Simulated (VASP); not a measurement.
# SiO2 (P4_2/mnm) in VASP: further runs

Aim: see how the results for SiO2 move with the level of theory and the settings. Levels: PBEsol, r2SCAN+D4. Tasks: relaxation of cell and atoms.

Everything below comes from runs of VASP 6.6.1. Logs are shortened: lines on timing, memory, paths and dates and some standing lists are left out, and cuts for length are marked.

## 1. The cell of the first run

The structure is tetragonal, space group P4_2/mnm (No. 136). The conventional cell has a = 4.177 Å, b = 4.177 Å, c = 2.665 Å, α = 90.00°, β = 90.00°, γ = 90.00°. Within 2.3 Å of Si (site symmetry mmm) lie 6 O at 1.76 to 1.81 Å. O (site symmetry m2m) has 3 Si at 1.76 to 1.81 Å and 1 O at 2.29 Å within 2.3 Å.

## 2. Relaxation of cell and atoms, PBEsol

File INCAR:

```
PREC     = Accurate       # precision mode
ENCUT    = 600            # plane-wave cutoff, eV
EDIFF    = 1E-6           # SCF threshold, eV
ISMEAR   = -1             # smearing method
SIGMA    = 0.02           # smearing width, eV
LREAL    = F              # projectors in reciprocal space
LASPH    = T              # aspherical terms in the spheres
NELM     = 80             # most SCF steps
ALGO     = Normal         # electronic algorithm
ISIF     = 3              # what is computed and relaxed
LWAVE    = F              # write WAVECAR
LCHARG   = F              # write CHGCAR
GGA      = PS             # functional
IBRION   = 2              # ionic algorithm
NSW      = 80             # ionic steps
EDIFFG   = -0.01          # ionic threshold
```

File KPOINTS:

```
regular mesh
0
Gamma
  6 6 8
```

File POSCAR:

```
SiO2
1.0
    4.1773000000      0.0000000000      0.0000000000
    0.0000000000      4.1773000000      0.0000000000
    0.0000000000      0.0000000000      2.6652000000
Si O
2 4
Direct
    0.0000000000      0.0000000000      0.0000000000
    0.5000000000      0.5000000000      0.5000000000
    0.3059000000      0.3059000000      0.0000000000
    0.1941000000      0.8059000000      0.5000000000
    0.6941000000      0.6941000000      0.0000000000
    0.8059000000      0.1941000000      0.5000000000
```

Potentials or basis: VASP PAW PBE potentials, release 64 (Si, O).

Command:

```
$ cat potpaw_PBE.64/Si/POTCAR potpaw_PBE.64/O/POTCAR > POTCAR
$ mpirun -np 1 vasp_std > vasp.out
```

OUTCAR:

```text
PREC = Accurate
   ENCUT = 600
   EDIFF = 1E-6
   ISMEAR = -1
   LREAL = F
   LASPH = T
   NELM = 80
   ISIF = 3
   GGA = PS
   IBRION = 2
   NSW = 80
   EDIFFG = -0.01

 ion  position               nearest neighbor table
   1  0.000  0.000  0.000-   4 1.76   6 1.76   4 1.76   6 1.76   5 1.81   3 1.81
   2  0.500  0.500  0.500-   3 1.76   5 1.76   3 1.76   5 1.76   4 1.81   6 1.81
   3  0.306  0.306  0.000-   2 1.76   2 1.76   1 1.81
   4  0.194  0.806  0.500-   1 1.76   1 1.76   2 1.81
   5  0.694  0.694  0.000-   2 1.76   2 1.76   1 1.81
   6  0.806  0.194  0.500-   1 1.76   1 1.76   2 1.81

  LATTYP: Found a simple tetragonal cell.
 ALAT       =     4.1773000000
 C/A-ratio  =     0.6380197735

  Lattice vectors:

 A1 = (   4.1773000000,   0.0000000000,   0.0000000000)
 A2 = (   0.0000000000,   4.1773000000,   0.0000000000)
 A3 = (   0.0000000000,   0.0000000000,   2.6652000000)

Analysis of symmetry for initial positions (statically):
=====================================================================
 Subroutine PRICEL returns:
 Original cell was already a primitive cell.

 Routine SETGRP: Setting up the symmetry group for a
 simple tetragonal supercell.

 Subroutine GETGRP returns: Found 16 space group operations
 (whereof  8 operations were pure point group operations)
 out of a pool of 16 trial point group operations.

The static configuration has the point symmetry D_2h.
 The point group associated with its full space group is D_4h.

Analysis of symmetry for dynamics (positions and initial velocities):
=====================================================================
 Subroutine PRICEL returns:
 Original cell was already a primitive cell.

 Routine SETGRP: Setting up the symmetry group for a
 simple tetragonal supercell.

 Subroutine GETGRP returns: Found 16 space group operations
 (whereof  8 operations were pure point group operations)
 out of a pool of 16 trial point group operations.

The dynamic configuration has the point symmetry D_2h.
 The point group associated with its full space group is D_4h.

 Subroutine INISYM returns: Found 16 space group operations
 (whereof  8 operations are pure point group operations),
 and found     1 'primitive' translations

----------------------------------------------------------------------------------------

                                     Primitive cell

  volume of cell :      46.5073

  direct lattice vectors                    reciprocal lattice vectors
     4.177300000  0.000000000  0.000000000     0.239389079  0.000000000  0.000000000
     0.000000000  4.177300000  0.000000000     0.000000000  0.239389079  0.000000000
     0.000000000  0.000000000  2.665200000     0.000000000  0.000000000  0.375206363

  length of vectors
     4.177300000  4.177300000  2.665200000     0.239389079  0.239389079  0.375206363

  position of ions in fractional coordinates (direct lattice)
     0.000000000  0.000000000  0.000000000
     0.500000000  0.500000000  0.500000000
     0.305900000  0.305900000  0.000000000
     0.194100000  0.805900000  0.500000000
     0.694100000  0.694100000  0.000000000
     0.805900000  0.194100000  0.500000000

  ion indices of the primitive-cell ions
   primitive index   ion index
                 1           1
                 2           2
                 3           3
                 4           4
                 5           5
                 6           6

----------------------------------------------------------------------------------------

 KPOINTS: regular mesh

Automatic generation of k-mesh.
 Grid dimensions read from file:
 generate k-points for:    6    6    8

 Generating k-lattice:

  Cartesian coordinates                     Fractional coordinates (reciprocal lattice)
     0.039898180  0.000000000  0.000000000     0.166666667  0.000000000  0.000000000
     0.000000000  0.039898180  0.000000000     0.000000000  0.166666667  0.000000000
     0.000000000  0.000000000  0.046900795     0.000000000  0.000000000  0.125000000

  Length of vectors
     0.039898180  0.039898180  0.046900795

  Shift w.r.t. Gamma in fractional coordinates (k-lattice)
     0.000000000  0.000000000  0.000000000

 Subroutine IBZKPT returns following result:
 ===========================================

 Found     50 irreducible k-points:

 Following reciprocal coordinates:
            Coordinates               Weight
  0.000000  0.000000  0.000000      1.000000
  0.166667  0.000000  0.000000      4.000000
  0.333333  0.000000  0.000000      4.000000
  0.500000  0.000000  0.000000      2.000000
  0.166667  0.166667  0.000000      4.000000
  0.333333  0.166667  0.000000      8.000000
[... 16 lines left out ...]
  0.333333  0.000000  0.250000      8.000000
  0.500000  0.000000  0.250000      4.000000
 [... further k-points ...]
   k-points           NKPTS =     50   k-points in BZ     NKDIM =     50   number of bands    NBANDS=     20
   number of dos      NEDOS =    301   number of ions     NIONS =      6
   total plane-waves  NPLWV =  31104
   dimension x,y,z NGX =    36 NGY =   36 NGZ =   24
   dimension x,y,z NGXF=    72 NGYF=   72 NGZF=   48
   ions per type =               2   4
   NGX,Y,Z   is equivalent  to a cutoff of  14.33, 14.33, 14.97 a.u.
   NGXF,Y,Z  is equivalent  to a cutoff of  28.65, 28.65, 29.94 a.u.
 SYSTEM =  unknown system
   PREC   = accura    normal or accurate (medium, high low for compatibility)
   ISTART =      0    job   : 0-new  1-cont  2-samecut
   ICHARG =      2    charge: 1-file 2-atom 10-const
   ISPIN  =      1    spin polarized calculation?
   LNONCOLLINEAR =      F non collinear calculations
   LSORBIT =      F    spin-orbit coupling
   LASPH  =      T    aspherical Exc in radial PAW
   ENCUT  =  600.0 eV  44.10 Ry    6.64 a.u.   8.34  8.34  5.32*2*pi/ulx,y,z
   NELM   =     80;   NELMIN=  2; NELMDL= -5     # of ELM steps
   EDIFF  = 0.1E-05   stopping-criterion for ELM
   LREAL  =      F    real-space projection
   EDIFFG = -.1E-01   stopping-criterion for IOM
   NSW    =     80    number of steps for IOM
   IBRION =      2    ionic relax: 0-MD 1-quasi-New 2-CG
   NFREE  =      1    steps in history (QN), initial steepest desc. (CG)
   ISIF   =      3    stress and relaxation
   ISYM   =      2    0-nonsym 1-usesym 2-fastsym
   POTIM  = 0.5000    time-step for ionic-motion
   TEBEG  =    0.0;   TEEND  =   0.0 temperature during run
   PSTRESS=    0.0 pullay stress
   NELECT =      32.0000    total number of electrons
   NUPDOWN=      -1.0000    fix difference up-down
   EMIN   =  10.00;   EMAX   =-10.00  energy-range for DOS
   EFERMI =   0.00;   METHOD = LEGACY
   ISMEAR =    -1;   SIGMA  =   0.02  broadening in eV -4-tet -1-fermi 0-gaus
   EFERMI_NEDOS =   21; number of points for ismear=-14 and -15
   IALGO  =     38    algorithm
   IMIX   =      4    mixing-type and parameters
     AMIX     =   0.40;   BMIX     =  1.00
     AMIX_MAG =   1.60;   BMIX_MAG =  1.00
  volume/ion in A,a.u.               =       7.75        52.31
  Fermi-wavevector in a.u.,A,eV,Ry     =   1.445277  2.731178 28.420200  2.088826
  Thomas-Fermi vector in A             =   2.563477
   LORBIT       =      0    0 simple, 1 ext, 2 COOP (PROOUT), +10 PAW based schemes
   GGA     = PS    functional components
   LHFCALC =     F    Hartree Fock is set to
   AEXX    =    0.0000 exact exchange contribution
   IVDW    =     0    specifies the selected vdW correction
   LEPSILON=     F    determine dielectric tensor
   LRPA    =     F    only Hartree local field effects (RPA)
 conjugate gradient relaxation of ions
 non-spin polarized calculation
  energy-cutoff  :      600.00
  volume of cell :       46.51
 maximum number of plane-waves:      1580
 NGX is ok and might be reduce to    36
   NGX = 17   NGY = 17   NGZ = 11

--------------------------------------- Ionic step        1  -------------------------------------------

 number of electron      32.0000002 magnetization

 Free energy of the ion-electron system (eV)
  ---------------------------------------------------
  ext. energy  EPLUGINS =         0.00000000
  ---------------------------------------------------
  free energy    TOTEN  =       -48.98637715 eV

  energy without entropy =      -48.98637715  energy(sigma->0) =      -48.98637715

------------------------ aborting loop because EDIFF is reached ----------------------------------------

  FORCE on cell =-STRESS in cart. coord.  units (eV):
  Direction    XX          YY          ZZ          XY          YZ          ZX
  --------------------------------------------------------------------------------------
  -------------------------------------------------------------------------------------
  Total        1.1307143      1.1307143      1.8081573     -0.0000000      0.0000000      0.0000000
  in kB       38.9531271     38.9531271     62.2910508     -0.0000000      0.0000000      0.0000000
  external PRESSURE =      46.7324350 kB  Pullay stress =       0.0000000 kB
[... 145 lines left out ...]
  energy  without entropy=      -48.9961841676  energy(sigma->0) =      -48.99618417

--------------------------------------- Ionic step        5  -------------------------------------------

 number of electron      32.0000001 magnetization

 Free energy of the ion-electron system (eV)
  ---------------------------------------------------
  ext. energy  EPLUGINS =         0.00000000
  ---------------------------------------------------
  free energy    TOTEN  =       -48.99621430 eV

  energy without entropy =      -48.99621430  energy(sigma->0) =      -48.99621430

 E-fermi :   8.4534     XC(G=0): -12.4666

 val. band max:        8.0050411034   @ k =   0.0000   0.0000   0.0000
 cond. band min:      13.3422314666   @ k =   0.0000   0.0000   0.0000
 fundamental gap:      5.3371903632
 Fermi energy:         8.4534254334

 k-point     1 :       0.0000    0.0000    0.0000
  band No.  band energies     occupation
      1     -14.4392      2.00000
      2     -10.8113      2.00000
      3     -10.8113      2.00000
      4     -10.5640      2.00000
      5      -2.8751      2.00000
      6       1.5750      2.00000
[... 12 lines left out ...]
     19      16.2102      0.00000
[... 513 lines left out ...]
      4     -10.1500      2.00000
      5      -0.7171      2.00000
      6      -0.7171      2.00000
[... 12 lines left out ...]
     19      18.3233      0.00000
     20      18.3233      0.00000

 [... further k-points ...]
[... 5 lines left out ...]
  --------------------------------------------------------------------------------------
  -------------------------------------------------------------------------------------
  Total        0.0034919      0.0034919      0.0001323      0.0000000      0.0000000      0.0000000
  in kB        0.1186718      0.1186718      0.0044959      0.0000000      0.0000000      0.0000000
  external PRESSURE =       0.0806132 kB  Pullay stress =       0.0000000 kB
[... 21 lines left out ...]
  FREE ENERGIE OF THE ION-ELECTRON SYSTEM (eV)
  ---------------------------------------------------
  free  energy   TOTEN  =       -48.9962143034 eV

  energy  without entropy=      -48.9962143034  energy(sigma->0) =      -48.99621430

 reached required accuracy - stopping structural energy minimisation
```

Wall time 50 s (1 thread of Intel Xeon 6975P-C (Granite Rapids), shared host); peak memory 0.2 GiB.

Results:

```yaml
Free_energy: -48.9962 eV
Relaxed_volume: 7.86 Å³/atom
Relaxed_cell: a = 4.192 Å, b = 4.192 Å, c = 2.683 Å, α = 90.00°, β = 90.00°, γ = 90.00°
Space_group_after_relaxing_to_0.1_Å: P4_2/mnm (No. 136)
Energy_gained_by_relaxing: 1.6 meV/atom
Ionic_steps: 5
Pressure_after_relaxing: 0.0 GPa
Band_gap_on_the_k_mesh: 5.34 eV
```

The path:
```tsv
step	energy change (eV)	largest force (eV/Å)	pressure (GPa)	volume (Å³)
1	0.0000	0.0899	4.67	46.51
2	0.0101	0.2243	-6.12	48.05
3	-0.0097	0.0462	0.03	47.13
4	-0.0098	0.0196	-0.01	47.15
5	-0.0098	0.0012	0.01	47.14
```

Final structure:
```
Si O
1.0
     4.19205    0.00000    0.00000
     0.00000    4.19205    0.00000
     0.00000    0.00000    2.68270
Si O
2 4
Direct
  0.00000 0.00000 0.00000
  0.50000 0.50000 0.50000
  0.30582 0.30582 0.00000
  0.19418 0.80582 0.50000
  0.69418 0.69418 0.00000
  0.80582 0.19418 0.50000
```

Caveat: the PAW data sets were made with another functional, which shifts forces and pressure a little. A k mesh can miss the band edges.

## 3. Relaxation of cell and atoms, r2SCAN+D4

POSCAR is that of step 2.

File INCAR.step1:

```
SYSTEM = SiO2
PREC     = Accurate       ! precision mode
ENCUT    = 600            ! plane-wave cutoff, eV
ISMEAR   = -1             ! smearing method
SIGMA    = 0.02           ! smearing width, eV
LREAL    = .FALSE.        ! projectors in reciprocal space
LASPH    = .TRUE.         ! aspherical terms in the spheres
NELM     = 60             ! most SCF steps
GGA      = PE             ! functional
ALGO     = Normal         ! electronic algorithm
EDIFF    = 1E-4           ! SCF threshold, eV
LWAVE    = .TRUE.         ! write WAVECAR
LCHARG   = .FALSE.        ! write CHGCAR
```

File INCAR.step2:

```
SYSTEM = SiO2
PREC     = Accurate       ! precision mode
ENCUT    = 600            ! plane-wave cutoff, eV
EDIFF    = 1E-7           ! SCF threshold, eV
ISMEAR   = -1             ! smearing method
SIGMA    = 0.02           ! smearing width, eV
LREAL    = .FALSE.        ! projectors in reciprocal space
LASPH    = .TRUE.         ! aspherical terms in the spheres
NELM     = 60             ! most SCF steps
ALGO     = Normal         ! electronic algorithm
ISIF     = 3              ! what is computed and relaxed
LWAVE    = .FALSE.        ! write WAVECAR
LCHARG   = .FALSE.        ! write CHGCAR
METAGGA  = R2SCAN         ! meta-GGA
LMIXTAU  = .TRUE.       
IVDW     = 13             ! dispersion correction
VDW_S6   = 1.0          
VDW_S8   = 0.6018749    
VDW_A1   = 0.51559235   
VDW_A2   = 5.77342911   
IBRION   = 2              ! ionic algorithm
NSW      = 80             ! ionic steps
EDIFFG   = -0.01          ! ionic threshold
ISTART   = 1
```

File KPOINTS:

```
Automatic mesh
0
G
  6 6 8
  0 0 0
```

Potentials or basis: VASP PAW PBE potentials, release 64 (Si, O).

Command:

```
$ cat potpaw_PBE.64/Si/POTCAR potpaw_PBE.64/O/POTCAR > POTCAR
$ cp INCAR.step1 INCAR
$ mpirun -np 1 vasp_std > vasp.out
$ cp INCAR.step2 INCAR
$ mpirun -np 1 vasp_std > vasp.out
```

Run time: 4.5 min. Hardware: 1 thread of Intel Xeon 6975P-C (Granite Rapids), shared host; peak memory 0.2 GiB.

Results (log left out):

| Property | Result |
| --- | --- |
| Free energy | -59.4421 eV |
| Relaxed volume | 7.74 Å³/atom |
| Relaxed cell | a = 4.171 Å, b = 4.171 Å, c = 2.669 Å, α = 90.00°, β = 90.00°, γ = 90.00° |
| Space group after relaxing (to 0.1 Å) | P4_2/mnm (No. 136) |
| Energy gained by relaxing | 0.1 meV/atom |
| Ionic steps | 5 |
| Pressure after relaxing | 0.0 GPa |
| Band gap on the k mesh | 6.61 eV |
| Dispersion energy per atom | -0.107 eV |

Step by step:
| step | energy change (eV) | largest force (eV/Å) | pressure (GPa) | volume (Å³) |
| --- | --- | --- | --- | --- |
| 1 | 0.0000 | 0.0183 | -0.33 | 46.51 |
| 2 | -0.0004 | 0.0219 | 0.25 | 46.40 |
| 3 | -0.0004 | 0.0213 | 0.22 | 46.40 |
| 4 | -0.0004 | 0.0209 | -0.28 | 46.45 |
| 5 | -0.0005 | 0.0014 | -0.02 | 46.43 |

Final structure:
```xyz
6
Lattice="4.1707 0.0000 0.0000 0.0000 4.1707 0.0000 0.0000 0.0000 2.6690" Properties=species:S:1:pos:R:3 pbc="T T T"
Si    0.0000    0.0000    0.0000
Si    2.0854    2.0854    1.3345
O     1.2748    1.2748    0.0000
O     0.8105    3.3602    1.3345
O     2.8959    2.8959    0.0000
O     3.3602    0.8105    1.3345
```

Levels at points of the mesh, in eV from the valence-band top:
```tsv
k point	band 14	band 15	band 16	band 17	band 18	band 19
(0.00, 0.00, 0.00)	-0.89	-0.89	0.00	6.61	7.62	9.47
(0.50, 0.00, 0.00)	-2.74	-1.08	-1.08	8.76	8.76	10.06
(0.50, 0.50, 0.00)	-2.73	-2.34	-2.34	8.46	8.46	11.08
(0.00, 0.00, 0.50)	-3.16	-2.73	-2.73	10.23	10.23	13.80
(0.50, 0.00, 0.50)	-2.32	-1.82	-1.82	9.87	9.87	10.99
(0.50, 0.50, 0.50)	-1.78	-1.62	-1.62	8.22	8.22	12.09
```

Caveat: the PAW data sets were made with another functional, which shifts forces and pressure a little. r2SCAN opens gaps a little over a GGA but as a rule still falls short of measured ones.
